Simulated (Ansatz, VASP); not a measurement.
One calculation of Tl, two programs

```
Tl
1.0
     9.00000    0.00000    0.00000
     0.00000    9.00000    0.00000
     0.00000    0.00000   12.20000
Tl
2
Direct
  0.50000 0.50000 0.63146
  0.50000 0.50000 0.36885
```

Alike in both runs: task single point; functional PBE; k mesh 1 × 1 × 1; occupations gaussian, width 0.01 eV; collinear spin.

|  | VASP | Ansatz |
| --- | --- | --- |
| version | VASP 6.6.1 | Ansatz 0.2.0 |
| potentials or method | VASP PAW PBE potentials, release 64 (Tl_d), cutoff 520 eV | scalar-relativistic, plane waves, PAW |
| valence electrons in the cell | 26 | 26 |

Ansatz gave:

```
gap on the k mesh at the Fermi level (eV)                     : 0.12
rms of the force components (eV/Å)                            : 0.022
net moment per atom (μB)                                      : 1.00
size of the moment on the site where the two differ most (μB) : 0.29
```

Which values does VASP return?

gap on the k mesh at the Fermi level (eV): 0.59; rms of the force components (eV/Å): 0.026; net moment per atom (μB): 1.00; size of the moment on the site where the two differ most (μB): 0.25.

Site moments also hang on the region over which each program counts them. Atom by atom the forces differ by 0.004 eV/Å (rms over components). One of these differences is far larger than is usual between the two programs; its cause wasn't traced. The functional is the same, so the differences come from potentials, cutoffs and numerics. Ansatz's warnings: reached outside group.

Spin-orbit coupling is off throughout.
